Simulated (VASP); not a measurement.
Wanted: the native input for a VASP 6.6.1 run.

| Item | Value |
| --- | --- |
| Task | single point |
| Functional | LDA |
| Potentials or basis | VASP PAW LDA potentials, release 64 (K_sv, Br) |
| Cutoff | 500 eV |
| k mesh | 4 × 4 × 4 |
| Occupations | gaussian, width 0.01 eV |
| Spin | no spin polarisation |
| Dipole correction | no |
| Further INCAR settings | ALGO = Normal; EDIFF = 1e-06; NBANDS = 15 |

The structure of KBr lies in POSCAR:

```
KBr
1.0
    4.0026527831      0.0000000000      0.0000000000
    0.0000000000      4.0026527831      0.0000000000
    0.0000000000      0.0000000000      4.0026527831
K Br
1 1
Direct
    0.0000000000      0.0000000000      0.0000000000
    0.5000000000      0.5000000000      0.5000000000
```

One way to write it, as run:

INCAR

```
SYSTEM = KBr
ALGO = Normal
EDIFF = 1E-6
ENCUT = 500
GGA_COMPAT = .False.
ISIF = 2
ISMEAR = 0
LASPH = .True.
LCHARG = .False.
LREAL = .False.
LWAVE = .False.
NBANDS = 15
NELM = 120
PREC = Accurate
SIGMA = 0.01
```

KPOINTS

```
k-points
0
Gamma
  4 4 4
  0 0 0
```

Potentials or basis: VASP PAW LDA potentials, release 64 (K_sv, Br).

The run is started by

```bash
$ cat potpaw_LDA.64/K_sv/POTCAR potpaw_LDA.64/Br/POTCAR > POTCAR
$ mpirun -np 1 vasp_std > vasp.out
```

Results of the run:

- Pressure: -2.3 GPa
- Band gap on the k mesh: 3.57 eV (least direct gap 3.85 eV)

Wall time 4.4 s on 1 thread of AMD EPYC 9R45 (Zen 5) (shared host), peak memory 0.11 GiB.
